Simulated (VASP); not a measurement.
## Cu: single point with PBE

The system is Cu.

```
CELL_PARAMETERS angstrom
0.00231 1.80533 1.81215
1.82391 -0.00944 1.82372
1.81240 1.80550 0.00218
ATOMIC_POSITIONS crystal
Cu 0.00000 0.00000 0.00000
```

```
Program             : VASP 6.6.1
Task                : single point
Functional          : PBE
Potentials or basis : VASP PAW PBE potentials, release 64 (Cu)
Cutoff              : 520 eV
k mesh              : 13 × 12 × 13
Occupations         : fermi-dirac, width 0.05 eV
Spin                : no spin polarisation
```

- Pressure: 0.5 GPa

Levels at points of the mesh, in eV from the Fermi level:
| k point | band 2 | band 3 | band 4 | band 5 | band 6 | band 7 | band 8 | band 9 | band 10 | band 11 |
| --- | --- | --- | --- | --- | --- | --- | --- | --- | --- | --- |
| (0.00, 0.00, 0.00) | -3.04 | -3.00 | -3.00 | -2.22 | -2.20 | 22.46 | 24.75 | 25.15 | 25.21 | 27.26 |
| (0.00, 0.50, 0.00) | -3.05 | -3.04 | -1.66 | -1.65 | -1.07 | 3.55 | 21.10 | 22.01 | 22.11 | 25.00 |

Run time: 83 s on 1 thread of Intel(R) Xeon(R) Platinum 8559C (Emerald Rapids), on a shared host, peak memory 0.24 GiB.
